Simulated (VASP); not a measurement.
# RbPd (P-6m2) in VASP: a series of runs, part 2 of 2

VASP 6.6.1. Earlier steps stand in the parts before.

### Step 5. Relaxation of cell and atoms, PBE

INCAR reads:

```
SYSTEM = RbPd
PREC = Accurate
ENCUT = 500
EDIFF = 1E-7
ISMEAR = 0
SIGMA = 0.1
LREAL = .False.
LASPH = .True.
NELM = 120
ALGO = Normal
ISIF = 3
LWAVE = .False.
LCHARG = .False.
GGA = PE
IBRION = 2
NSW = 100
EDIFFG = -0.01
GGA_COMPAT = .False.
NELMIN = 4
```

KPOINTS reads:

```
regular mesh
0
Gamma
  12 12 10
  0 0 0
```

POSCAR reads:

```
RbPd
1.0
    4.3991693400      0.0000000000      0.0000000000
   -2.1995846700      3.8097924000      0.0000000000
    0.0000000000      0.0000000000      6.1727515000
Rb Pd
1 1
Direct
    0.3333333300      0.6666666700      0.5000000000
    0.0000000000      0.0000000000      0.0000000000
```

Potentials or basis: VASP PAW PBE potentials, release 64 (Rb_sv, Pd).

On the command line:

```bash
> cat potpaw_PBE.64/Rb_sv/POTCAR potpaw_PBE.64/Pd/POTCAR > POTCAR
> mpirun -np 1 vasp_std > vasp.out
```

OUTCAR:

```text
SYSTEM = RbPd
   PREC = Accurate
   ENCUT = 500
   EDIFF = 1E-7
   ISMEAR = 0
   LREAL = .False.
   LASPH = .True.
   NELM = 120
   ISIF = 3
   GGA = PE
   IBRION = 2
   NSW = 100
   EDIFFG = -0.01
   NELMIN = 4

 ion  position               nearest neighbor table
   1  0.333  0.667  0.500-   2 4.00   2 4.00   2 4.00   2 4.00   2 4.00   2 4.00
   2  0.000  0.000  0.000-   1 4.00   1 4.00   1 4.00   1 4.00   1 4.00   1 4.00

  LATTYP: Found a hexagonal cell.
 ALAT       =     4.3991693400
 C/A-ratio  =     1.4031629662

  Lattice vectors:

 A1 = (   4.3991693400,   0.0000000000,   0.0000000000)
 A2 = (  -2.1995846700,   3.8097924000,   0.0000000000)
 A3 = (   0.0000000000,   0.0000000000,   6.1727515000)

Analysis of symmetry for initial positions (statically):
=====================================================================
 Subroutine PRICEL returns:
 Original cell was already a primitive cell.

 Routine SETGRP: Setting up the symmetry group for a
 hexagonal supercell.

 Subroutine GETGRP returns: Found 12 space group operations
 (whereof 12 operations were pure point group operations)
 out of a pool of 24 trial point group operations.

The static configuration has the point symmetry D_3h.

Analysis of symmetry for dynamics (positions and initial velocities):
=====================================================================
 Subroutine PRICEL returns:
 Original cell was already a primitive cell.

 Routine SETGRP: Setting up the symmetry group for a
 hexagonal supercell.

 Subroutine GETGRP returns: Found 12 space group operations
 (whereof 12 operations were pure point group operations)
 out of a pool of 24 trial point group operations.

The dynamic configuration has the point symmetry D_3h.

 Subroutine INISYM returns: Found 12 space group operations
 (whereof 12 operations are pure point group operations),
 and found     1 'primitive' translations

----------------------------------------------------------------------------------------

                                     Primitive cell

  volume of cell :     103.4548

  direct lattice vectors                    reciprocal lattice vectors
     4.399169340  0.000000000  0.000000000     0.227315641  0.131240747  0.000000000
    -2.199584670  3.809792400  0.000000000     0.000000000  0.262481494  0.000000000
     0.000000000  0.000000000  6.172751500     0.000000000  0.000000000  0.162002310

  length of vectors
     4.399169340  4.399169337  6.172751500     0.262481494  0.262481494  0.162002310

  position of ions in fractional coordinates (direct lattice)
     0.333333330  0.666666670  0.500000000
     0.000000000  0.000000000  0.000000000

  ion indices of the primitive-cell ions
   primitive index   ion index
                 1           1
                 2           2

----------------------------------------------------------------------------------------

 KPOINTS: regular mesh

Automatic generation of k-mesh.
 Grid dimensions read from file:
 generate k-points for:   12   12   10

 Generating k-lattice:

  Cartesian coordinates                     Fractional coordinates (reciprocal lattice)
     0.018942970  0.010936729  0.000000000     0.083333333  0.000000000  0.000000000
     0.000000000  0.021873458  0.000000000     0.000000000  0.083333333  0.000000000
     0.000000000  0.000000000  0.016200231     0.000000000  0.000000000  0.100000000

  Length of vectors
     0.021873458  0.021873458  0.016200231

  Shift w.r.t. Gamma in fractional coordinates (k-lattice)
     0.000000000  0.000000000  0.000000000

 Subroutine IBZKPT returns following result:
 ===========================================

 Found    114 irreducible k-points:

 Following reciprocal coordinates:
            Coordinates               Weight
  0.000000  0.000000  0.000000      1.000000
  0.083333  0.000000  0.000000      6.000000
  0.166667 -0.000000  0.000000      6.000000
  0.250000 -0.000000  0.000000      6.000000
  0.333333 -0.000000  0.000000      6.000000
  0.416667 -0.000000  0.000000      6.000000
[... 16 lines left out ...]
  0.250000 -0.000000  0.100000     12.000000
  0.333333 -0.000000  0.100000     12.000000
 [... further k-points ...]
   k-points           NKPTS =    114   k-points in BZ     NKDIM =    114   number of bands    NBANDS=     13
   number of dos      NEDOS =    301   number of ions     NIONS =      2
   total plane-waves  NPLWV =  49152
   dimension x,y,z NGX =    32 NGY =   32 NGZ =   48
   dimension x,y,z NGXF=    64 NGYF=   64 NGZF=   96
   ions per type =               1   1
   NGX,Y,Z   is equivalent  to a cutoff of  12.09, 12.09, 12.93 a.u.
   NGXF,Y,Z  is equivalent  to a cutoff of  24.19, 24.19, 25.85 a.u.
 SYSTEM =  RbPd
   PREC   = accura    normal or accurate (medium, high low for compatibility)
   ISTART =      0    job   : 0-new  1-cont  2-samecut
   ICHARG =      2    charge: 1-file 2-atom 10-const
   ISPIN  =      1    spin polarized calculation?
   LNONCOLLINEAR =      F non collinear calculations
   LSORBIT =      F    spin-orbit coupling
   LASPH  =      T    aspherical Exc in radial PAW
   ENCUT  =  500.0 eV  36.75 Ry    6.06 a.u.   8.02  8.02 11.25*2*pi/ulx,y,z
   NELM   =    120;   NELMIN=  4; NELMDL= -5     # of ELM steps
   EDIFF  = 0.1E-06   stopping-criterion for ELM
   LREAL  =      F    real-space projection
   EDIFFG = -.1E-01   stopping-criterion for IOM
   NSW    =    100    number of steps for IOM
   IBRION =      2    ionic relax: 0-MD 1-quasi-New 2-CG
   NFREE  =      1    steps in history (QN), initial steepest desc. (CG)
   ISIF   =      3    stress and relaxation
   ISYM   =      2    0-nonsym 1-usesym 2-fastsym
   POTIM  = 0.5000    time-step for ionic-motion
   TEBEG  =    0.0;   TEEND  =   0.0 temperature during run
   PSTRESS=    0.0 pullay stress
   NELECT =      19.0000    total number of electrons
   NUPDOWN=      -1.0000    fix difference up-down
   EMIN   =  10.00;   EMAX   =-10.00  energy-range for DOS
   EFERMI =   0.00;   METHOD = LEGACY
   ISMEAR =     0;   SIGMA  =   0.10  broadening in eV -4-tet -1-fermi 0-gaus
   EFERMI_NEDOS =   21; number of points for ismear=-14 and -15
   IALGO  =     38    algorithm
   IMIX   =      4    mixing-type and parameters
     AMIX     =   0.40;   BMIX     =  1.00
     AMIX_MAG =   1.60;   BMIX_MAG =  1.00
  volume/ion in A,a.u.               =      51.73       349.07
  Fermi-wavevector in a.u.,A,eV,Ry     =   0.930556  1.758496 11.781750  0.865934
  Thomas-Fermi vector in A             =   2.056957
   LORBIT       =      0    0 simple, 1 ext, 2 COOP (PROOUT), +10 PAW based schemes
   GGA     = PE    functional components
   LHFCALC =     F    Hartree Fock is set to
   AEXX    =    0.0000 exact exchange contribution
   IVDW    =     0    specifies the selected vdW correction
   LEPSILON=     F    determine dielectric tensor
   LRPA    =     F    only Hartree local field effects (RPA)
 conjugate gradient relaxation of ions
 non-spin polarized calculation
 Gauss-broadening in eV      SIGMA  =   0.10
  energy-cutoff  :      500.00
  volume of cell :      103.45
 maximum number of plane-waves:      2649
   NGX = 17   NGY = 17   NGZ = 23

--------------------------------------- Ionic step        1  -------------------------------------------

 number of electron      18.9999995 magnetization

 Free energy of the ion-electron system (eV)
  ---------------------------------------------------
  ext. energy  EPLUGINS =         0.00000000
  ---------------------------------------------------
  free energy    TOTEN  =        -4.53029306 eV

  energy without entropy =       -4.52451092  energy(sigma->0) =       -4.52740199

------------------------ aborting loop because EDIFF is reached ----------------------------------------

  FORCE on cell =-STRESS in cart. coord.  units (eV):
  Direction    XX          YY          ZZ          XY          YZ          ZX
  --------------------------------------------------------------------------------------
  -------------------------------------------------------------------------------------
  Total       -1.1717966     -1.1717966     -2.9741196     -0.0000000     -0.0000000     -0.0000000
  in kB      -18.1473007    -18.1473007    -46.0593945     -0.0000000     -0.0000000     -0.0000000
  external PRESSURE =     -27.4513320 kB  Pullay stress =       0.0000000 kB
[... 473 lines left out ...]
      2      -8.7172      2.00000
      3      -7.1991      2.00000
      4      -6.6893      2.00000
      5       2.3634      2.00000
      6       3.0213      2.00000
      7       3.4006      2.00000
      8       3.8106      2.00000
      9       4.2875      2.00000
     10       4.4857      2.00000
     11       7.2863      0.00000
     12       7.8989      0.00000
     13      11.4998      0.00000

 [... further k-points ...]

[... ionic steps 4 to 14 ...]

--------------------------------------- Ionic step       15  -------------------------------------------

 number of electron      19.0000001 magnetization

 E-fermi :   3.9403     XC(G=0):  -9.6146
[... 460 lines left out ...]
--------------------------------------- Ionic step       17  -------------------------------------------

 number of electron      19.0000001 magnetization

 Free energy of the ion-electron system (eV)
  ---------------------------------------------------
  ext. energy  EPLUGINS =         0.00000000
  ---------------------------------------------------
  free energy    TOTEN  =        -5.22551886 eV

  energy without entropy =       -5.22004036  energy(sigma->0) =       -5.22277961

 E-fermi :   3.6050     XC(G=0):  -9.4101

 val. band max:        3.6012775010   @ k =   0.2500   0.1667   0.2000
 cond. band min:       3.6640086471   @ k =   0.2500   0.1667   0.3000
 fundamental gap:      0.0627311461
 Fermi energy:         3.6050471127
[... 413 lines left out ...]
  FREE ENERGIE OF THE ION-ELECTRON SYSTEM (eV)
  ---------------------------------------------------
  free  energy   TOTEN  =        -5.2255188615 eV

  energy  without entropy=       -5.2200403622  energy(sigma->0) =       -5.22277961

 reached required accuracy - stopping structural energy minimisation
```

It took 9.5 min on 1 thread of Intel Xeon 6975P-C (Granite Rapids), shared host; peak memory 0.35 GiB.

Results:

```
Free energy                           : -5.2255 eV
Relaxed volume                        : 27.60 Å³/atom
Relaxed cell                          : a = 3.459 Å, b = 3.459 Å, c = 5.328 Å, α = 90.00°, β = 90.00°, γ = 120.00°
Space group after relaxing (to 0.1 Å) : P-6m2 (No. 187)
Energy gained by relaxing             : 347.6 meV/atom
Ionic steps                           : 17
Pressure after relaxing               : 0.0 GPa
Band gap on the k mesh                : zero (an odd number of electrons rules out a gap without spin polarisation)
```

The path:
| step | energy change (eV) | largest force (eV/Å) | pressure (GPa) | volume (Å³) |
| --- | --- | --- | --- | --- |
| 1 | 0.0000 | 0.0000 | -2.75 | 103.45 |
| 2 | -0.2646 | 0.0000 | -2.70 | 90.68 |
| 3 | -0.4142 | 0.0000 | 3.21 | 58.03 |
| 4 | -0.5342 | 0.0000 | -1.40 | 72.69 |
| 5 | -0.5497 | 0.0000 | -0.73 | 68.98 |
| 6 | -0.5500 | 0.0000 | -0.54 | 68.09 |
| 7 | -0.5778 | 0.0000 | -0.35 | 65.63 |
| 8 | -0.6471 | 0.0000 | 0.49 | 58.39 |
| 9 | -0.5125 | 0.0000 | 6.97 | 44.63 |
| 10 | -0.6622 | 0.0000 | 0.99 | 55.80 |
| 11 | -0.6654 | 0.0000 | 2.02 | 52.28 |
| 12 | -0.6802 | 0.0000 | 1.59 | 52.10 |
| 13 | -0.6827 | 0.0000 | 1.23 | 51.90 |
| 14 | -0.6831 | 0.0000 | 1.32 | 51.95 |
| 15 | -0.6895 | 0.0000 | 0.86 | 52.92 |
| 16 | -0.6951 | 0.0000 | 0.10 | 54.89 |
| 17 | -0.6952 | 0.0000 | 0.00 | 55.20 |

Final structure:
```
Rb Pd
1.0
     3.45852    0.00000    0.00000
    -1.72926    2.99517    0.00000
     0.00000    0.00000    5.32830
Rb Pd
1 1
Direct
  0.33333 0.66667 0.50000
  0.00000 0.00000 0.00000
```

Caveat: the volume moved by over 15 % at a fixed basis, so the end points are rough.

### Step 6. Relaxation of cell and atoms, PBE

This run uses another cell than the first one, of 27.47 Å³/atom.

INCAR reads:

```
SYSTEM = RbPd
PREC = Accurate
ENCUT = 500
EDIFF = 1E-7
ISMEAR = 0
SIGMA = 0.1
LREAL = .FALSE.
LASPH = .TRUE.
NELM = 120
ALGO = Normal
ISIF = 3
LWAVE = .FALSE.
LCHARG = .FALSE.
GGA = PE
IBRION = 2
NSW = 100
EDIFFG = -0.01
GGA_COMPAT = .FALSE.
NELMIN = 4
```

KPOINTS reads:

```
Automatic mesh
0
G
  18 18 10
  0 0 0
```

POSCAR reads:

```
RbPd
1.0
    3.4550557895      0.0000000000      0.0000000000
   -1.7275278947      2.9921660852      0.0000000000
    0.0000000000      0.0000000000      5.3150976462
Rb Pd
1 1
Direct
    0.3333333333      0.6666666667      0.5000000000
    0.0000000000      0.0000000000      0.0000000000
```

Potentials or basis: VASP PAW PBE potentials, release 64 (Rb_sv, Pd).

On the command line:

```bash
> cat potpaw_PBE.64/Rb_sv/POTCAR potpaw_PBE.64/Pd/POTCAR > POTCAR
> mpirun -np 1 vasp_std > vasp.out
```

Wall time 85 s (1 thread of Intel Xeon 6975P-C (Granite Rapids), shared host); peak memory 0.31 GiB.

It converged, with:

```
Free energy                           : -5.2304 eV
Relaxed volume                        : 27.50 Å³/atom
Relaxed cell                          : a = 3.455 Å, b = 3.455 Å, c = 5.321 Å, α = 90.00°, β = 90.00°, γ = 120.00°
Space group after relaxing (to 0.1 Å) : P-6m2 (No. 187)
Energy gained by relaxing             : 0.0 meV/atom
Ionic steps                           : 2
Pressure after relaxing               : 0.0 GPa
Band gap on the k mesh                : zero (an odd number of electrons rules out a gap without spin polarisation)
```

Final structure:
```xyz
2
Lattice="3.4548 0.0000 0.0000 -1.7274 2.9919 0.0000 0.0000 0.0000 5.3212" Properties=species:S:1:pos:R:3 pbc="T T T"
Rb    0.0000    1.9946    2.6606
Pd    3.4548    0.0000    0.0000
```

Levels at points of the mesh, in eV from the Fermi level:
```csv
k point,band 6,band 7,band 8,band 9,band 10,band 11,band 12,band 13
"(0.00, 0.00, 0.00)",-2.11,-1.37,-1.37,-1.09,-1.09,2.27,3.49,5.62
"(0.50, 0.00, 0.00)",-1.81,-1.55,-1.31,-0.50,0.87,2.29,2.40,3.47
"(0.00, 0.00, 0.50)",-1.40,-1.40,-1.13,-1.09,-1.09,-0.54,3.98,5.89
"(0.50, 0.00, 0.50)",-2.02,-1.71,-1.18,-0.50,1.18,1.77,2.70,5.13
```

### Step 7. The runs side by side

| task | cell | k mesh | gap on the mesh (eV) | pressure (GPa) | relaxed volume (Å³/atom) |
| --- | --- | --- | --- | --- | --- |
| single point | a = 4.399, b = 4.399, c = 6.173 Å, angles 90.0, 90.0, 120.0°, 2 atoms | 6 × 6 × 4 | none | -2.8 | - |
| single point | a = 3.455, b = 3.455, c = 5.315 Å, angles 90.0, 90.0, 120.0°, 2 atoms | 12 × 12 × 10 | none | 0.1 | - |
| single point | a = 3.446, b = 3.446, c = 5.319 Å, angles 90.0, 90.0, 120.0°, 2 atoms | 18 × 18 × 10 | none | 0.1 | - |
| relaxation of cell and atoms | relaxed from a = 4.399, b = 4.399, c = 6.173 Å, angles 90.0, 90.0, 120.0°, 2 atoms | 12 × 12 × 10 | none | 0.0 | 27.60 |
| relaxation of cell and atoms | relaxed from a = 3.455, b = 3.455, c = 5.315 Å, angles 90.0, 90.0, 120.0°, 2 atoms | 18 × 18 × 10 | none | 0.0 | 27.50 |

Alike in all rows: level PBE; potentials or basis VASP PAW PBE potentials, release 64 (Rb_sv, Pd); no spin polarisation; cutoff (eV) 500; smearing gaussian 0.1 eV.

Caveats: the volume moved by over 15 % at a fixed basis, so the end points are rough (at least some runs).

Total energies depend on the potentials used, so only differences within one code and one set of settings carry meaning.
